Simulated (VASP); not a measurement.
O2, 2 atoms in the cell. The cell holds a molecule in a box, 2 atoms: a = 9.000 Å, b = 9.500 Å, c = 10.000 Å, α = 90.00°, β = 90.00°, γ = 90.00°. 

```yaml
Program: VASP 6.6.1
Task: single point
Functional: LDA
Potentials_or_basis: VASP PAW LDA potentials, release 64 (O)
Cutoff: 520 eV
k_mesh: 1 × 1 × 1
Occupations: fermi-dirac, width 0.05 eV
Spin: collinear spin, ferromagnetic start
Starting_moments: "[1.0, 1.0] μB"
Dipole_correction: no
Further_INCAR_settings: ALGO = Normal; EDIFF = 1e-07; NBANDS = 17
```

Potentials or basis: VASP PAW LDA potentials, release 64 (O).

Command:

```console
$ cat potpaw_LDA.64/O/POTCAR > POTCAR
$ mpirun -np 1 vasp_gam > vasp.out
```

Hardware: 1 thread of Intel(R) Xeon(R) Platinum 8488C (Sapphire Rapids), with other jobs on the host.

Estimate the wall time of this run.

Wall time 91 s on 1 thread of Intel(R) Xeon(R) Platinum 8488C (Sapphire Rapids), on a shared host, peak memory 0.64 GiB. Counts: scf iterations 23, k points 1.
